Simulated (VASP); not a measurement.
# BN (R3m) in VASP: further runs, part 3 of 3

VASP 6.6.1. The steps go on from the part before.

### Step 5. Single point, PBEsol (mode 4 (749.1 1/cm) frozen in, largest displacement +0.030 Å)

INCAR

```
PREC = Accurate
ENCUT = 520
EDIFF = 1E-7
ISMEAR = 0
SIGMA = 0.05
LREAL = False
LASPH = True
NELM = 100
ALGO = Normal
ISIF = 2
LWAVE = False
LCHARG = False
GGA = PS
NBANDS = 11
```

KPOINTS

```
regular mesh
0
Gamma
  12 12 12
```

POSCAR

```
BN
1.0
    1.2511217832      0.7223354983      3.3729344033
   -1.2511217832      0.7223354983      3.3729344033
    0.0000000000     -1.4446709967      3.3729344033
B N
1 1
Direct
    1.0026359775      1.0026359775      1.0026359775
    0.3304737123      0.3304737123      0.3304737123
```

Potentials or basis: VASP PAW PBE potentials, release 64 (B, N).

Started as:

```bash
$ cat potpaw_PBE.64/B/POTCAR potpaw_PBE.64/N/POTCAR > POTCAR
$ mpirun -np 1 vasp_std > vasp.out
```

OUTCAR:

```text
PREC = Accurate
   ENCUT = 520
   EDIFF = 1E-7
   ISMEAR = 0
   LREAL = False
   LASPH = True
   NELM = 100
   ISIF = 2
   GGA = PS

 ion  position               nearest neighbor table
   1  0.003  0.003  0.003-   2 1.45   2 1.45   2 1.45
   2  0.330  0.330  0.330-   1 1.45   1 1.45   1 1.45

  LATTYP: Found a trigonal (rhomboedric) cell.
 ALAT       =     3.6692997666
 COS(alpha) =     0.7674786796

  Lattice vectors:

 A1 = (   1.2511217832,   0.7223354983,   3.3729344033)
 A2 = (  -1.2511217832,   0.7223354983,   3.3729344033)
 A3 = (   0.0000000000,  -1.4446709967,   3.3729344033)

Analysis of symmetry for initial positions (statically):
=====================================================================
 Subroutine PRICEL returns:
 Original cell was already a primitive cell.

 Routine SETGRP: Setting up the symmetry group for a
 trigonal (rhombohedral) supercell.

 Subroutine GETGRP returns: Found  6 space group operations
 (whereof  6 operations were pure point group operations)
 out of a pool of 12 trial point group operations.

The static configuration has the point symmetry C_3v.

Analysis of symmetry for dynamics (positions and initial velocities):
=====================================================================
 Subroutine PRICEL returns:
 Original cell was already a primitive cell.

 Routine SETGRP: Setting up the symmetry group for a
 trigonal (rhombohedral) supercell.

 Subroutine GETGRP returns: Found  6 space group operations
 (whereof  6 operations were pure point group operations)
 out of a pool of 12 trial point group operations.

The dynamic configuration has the point symmetry C_3v.

 Subroutine INISYM returns: Found  6 space group operations
 (whereof  6 operations are pure point group operations),
 and found     1 'primitive' translations

----------------------------------------------------------------------------------------

[... 118 lines left out ...]
   LHFCALC =     F    Hartree Fock is set to
   AEXX    =    0.0000 exact exchange contribution
   IVDW    =     0    specifies the selected vdW correction
   LEPSILON=     F    determine dielectric tensor
   LRPA    =     F    only Hartree local field effects (RPA)
 non-spin polarized calculation
 Gauss-broadening in eV      SIGMA  =   0.05
  energy-cutoff  :      520.00
  volume of cell :       18.29
 maximum number of plane-waves:       517
   NGX = 13   NGY = 13   NGZ = 13

 number of electron       8.0000001 magnetization

 Free energy of the ion-electron system (eV)
  ---------------------------------------------------
  ext. energy  EPLUGINS =         0.00000000
  ---------------------------------------------------
  free energy    TOTEN  =       -18.26657665 eV

  energy without entropy =      -18.26657665  energy(sigma->0) =      -18.26657665

 E-fermi :   2.2628     XC(G=0): -10.2121

 val. band max:        2.0400188595   @ k =  -0.3333   0.3333   0.0000
 cond. band min:       6.2841950717   @ k =   0.5000   0.5000  -0.0000
 fundamental gap:      4.2441762122
 Fermi energy:         2.2628150967

 k-point     1 :       0.0000    0.0000    0.0000
  band No.  band energies     occupation
      1     -15.6817      2.00000
      2      -2.1426      2.00000
      3       0.8119      2.00000
      4       0.8119      2.00000
      5       6.9651      0.00000
      6      13.6816      0.00000
      7      13.6816      0.00000
      8      15.1619      0.00000
      9      16.7877      0.00000
     10      27.7258      0.00000
     11      29.8484      0.00000
[... 309 lines left out ...]
 k-point    24 :      -0.4167    0.1667    0.0000
  band No.  band energies     occupation
      1     -12.1990      2.00000
      2      -6.5542      2.00000
      3      -3.3395      2.00000
      4       1.7424      2.00000
      5       7.0864      0.00000
      6      13.5874      0.00000
      7      15.2983      0.00000
      8      16.3234      0.00000
      9      19.6720      0.00000
     10      23.1391      0.00000
     11      24.9974      0.00000

 [... further k-points ...]

------------------------ aborting loop because EDIFF is reached ----------------------------------------

  FORCE on cell =-STRESS in cart. coord.  units (eV):
  Direction    XX          YY          ZZ          XY          YZ          ZX
  --------------------------------------------------------------------------------------
  -------------------------------------------------------------------------------------
  Total        0.1475628      0.1475628     -0.0266135      0.0000000      0.0000000      0.0000000
  in kB       12.9267667     12.9267667     -2.3313884      0.0000000      0.0000000      0.0000000
  external PRESSURE =       7.8407150 kB  Pullay stress =       0.0000000 kB

 VOLUME and BASIS-vectors are now :
 -----------------------------------------------------------------------------
  energy-cutoff  :      520.00
  volume of cell :       18.29
      direct lattice vectors                 reciprocal lattice vectors
     1.251121783  0.722335498  3.372934403     0.399641351  0.230733042  0.098825916
    -1.251121783  0.722335498  3.372934403    -0.399641351  0.230733042  0.098825916
     0.000000000 -1.444670997  3.372934403     0.000000000 -0.461466083  0.098825916

 POSITION                                       TOTAL-FORCE (eV/Angst)
 -----------------------------------------------------------------------------------
      0.00000     -0.00000      0.02667         0.000000      0.000000     -0.674063
      0.00000     -0.00000      3.34400         0.000000     -0.000000      0.674063
 -----------------------------------------------------------------------------------
    total drift:                               -0.000000     -0.000000     -0.000042

  FREE ENERGIE OF THE ION-ELECTRON SYSTEM (eV)
  ---------------------------------------------------
  free  energy   TOTEN  =       -18.2665766465 eV

  energy  without entropy=      -18.2665766465  energy(sigma->0) =      -18.26657665
```

OSZICAR:

```text
N       E                     dE             d eps       ncg     rms          rms(c)
DAV:   1     0.132961266162E+02    0.13296E+02   -0.45465E+03  4222   0.678E+02
DAV:   2    -0.191952292222E+02   -0.32491E+02   -0.31227E+02  4937   0.160E+02
DAV:   3    -0.199918085632E+02   -0.79658E+00   -0.79530E+00  5098   0.233E+01
DAV:   4    -0.199941419625E+02   -0.23334E-02   -0.23333E-02  4588   0.140E+00
DAV:   5    -0.199941515042E+02   -0.95417E-05   -0.95416E-05  5068   0.802E-02    0.781E+00
DAV:   6    -0.184666561642E+02    0.15275E+01   -0.48994E+00  4718   0.122E+01    0.363E+00
DAV:   7    -0.183087220885E+02    0.15793E+00   -0.23060E-01  4908   0.354E+00    0.218E+00
DAV:   8    -0.182661920080E+02    0.42530E-01   -0.10885E-01  4986   0.200E+00    0.238E-01
DAV:   9    -0.182662847906E+02   -0.92783E-04   -0.24861E-03  4611   0.401E-01    0.131E-01
DAV:  10    -0.182665570965E+02   -0.27231E-03   -0.41320E-04  4682   0.146E-01    0.223E-02
DAV:  11    -0.182665760413E+02   -0.18945E-04   -0.33336E-05  5016   0.385E-02    0.187E-02
DAV:  12    -0.182665765679E+02   -0.52658E-06   -0.72615E-06  4722   0.175E-02    0.110E-03
DAV:  13    -0.182665766465E+02   -0.78628E-07   -0.22496E-07  5098   0.440E-03
   1 F= -.18266577E+02 E0= -.18266577E+02  d E =-.823643E-12
```

Wall time 32 s (1 thread of Intel Xeon 6975P-C (Granite Rapids), shared host); peak memory 0.17 GiB.

What came out:

```yaml
Free_energy: -18.2666 eV
Pressure: 0.8 GPa
Largest_force: 0.674 eV/Å
Band_gap_on_the_k_mesh: 4.24 eV, indirect (least direct gap 4.65 eV)
```

Forces in eV/Å, atoms in the order of the input:
```
B    0.000  0.000 -0.674
N    0.000  0.000  0.674
```

Caveat: the cell differs from its parent crystal (mode 4 (749.1 1/cm) frozen in, largest displacement +0.030 Å); the PAW data sets were made with another functional, which shifts forces and pressure a little. A k mesh can miss the band edges.

### Step 6. Single point, PBEsol (mode 4 (749.1 1/cm) frozen in, largest displacement +0.120 Å)

INCAR

```
ALGO = Normal ; EDIFF = 1E-6
ENCUT = 520 ; GGA = PS
ISIF = 2 ; ISMEAR = 0
LASPH = T ; LCHARG = F
LREAL = F ; LWAVE = F
NBANDS = 11 ; NELM = 80
PREC = Accurate ; SIGMA = 0.05
```

KPOINTS

```
k-points
0
Gamma
  12 12 12
```

POSCAR

```
BN
1.0
    1.2511217832      0.7223354983      3.3729344033
   -1.2511217832      0.7223354983      3.3729344033
    0.0000000000     -1.4446709967      3.3729344033
B N
1 1
Direct
    1.0115303100      1.0115303100      1.0115303100
    0.3236094491      0.3236094491      0.3236094491
```

Potentials or basis: VASP PAW PBE potentials, release 64 (B, N).

Started as:

```bash
$ cat potpaw_PBE.64/B/POTCAR potpaw_PBE.64/N/POTCAR > POTCAR
$ mpirun -np 1 vasp_std > vasp.out
```

It took 32 s on 1 thread of Intel Xeon 6975P-C (Granite Rapids), shared host; peak memory 0.17 GiB.

The run converged. Its results:

```
Free energy            : -17.9980 eV
Pressure               : -2.3 GPa
Largest force          : 2.700 eV/Å
Band gap on the k mesh : 4.25 eV, indirect (least direct gap 4.62 eV)
```

Forces on the atoms (eV/Å):
```
B    0.000  0.000 -2.700
N    0.000  0.000  2.700
```

Stress tensor (GPa, compression positive):
```
 0.01  0.00  0.00
 0.00  0.01  0.00
 0.00  0.00 -6.80
```

Levels at points of the mesh, in eV from the valence-band top:
```tsv
k point	band 2	band 3	band 4	band 5	band 6	band 7
(0.00, 0.00, 0.00)	-3.99	-0.87	-0.87	4.27	11.64	11.64
(0.50, 0.00, 0.00)	-8.75	-3.67	-0.43	4.57	10.00	12.80
(0.50, 0.50, 0.00)	-8.61	-3.73	-1.26	4.25	9.79	13.45
(0.50, 0.50, 0.50)	-6.15	-0.90	-0.90	9.28	11.63	11.63
```

Caveat: the cell differs from its parent crystal (mode 4 (749.1 1/cm) frozen in, largest displacement +0.120 Å); the PAW data sets were made with another functional, which shifts forces and pressure a little. A k mesh can miss the band edges.
